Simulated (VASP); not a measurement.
ZrN:

```
Zr N
1.0
     0.00000    2.27432    2.27432
     2.27432    0.00000    2.27432
     2.27432    2.27432    0.00000
Zr N
1 1
Direct
  0.00000 0.00000 0.00000
  0.50000 0.50000 0.50000
```

Base run:

```yaml
Program: VASP 6.6.1
Functional: PBE
Potentials_or_basis: VASP PAW PBE potentials, release 64 (Zr_sv, N)
Cutoff: 600 eV
k_mesh: 18 × 18 × 18
Occupations: gaussian, width 0.15 eV
Spin: collinear spin
Starting_moments: "[0.2, 0.0] μB"
Fixed_moment: 0.2 μB
```

Its results: pressure 8.4 GPa; site moments Zr +0.12; N +0.02 μB.

Q: The run is repeated on the same cell with these changes: fixed moment from 0.2 μB to 1 μB; moments at the start from [0.2, 0.0] to [1.0, 0.0]. What comes out?

A: Pressure 14.9 GPa; site moments Zr +0.56; N +0.10 μB.

Caveats: the cell stands under pressure; the total moment is fixed, so each spin has its own Fermi level and the state may be an excited one.
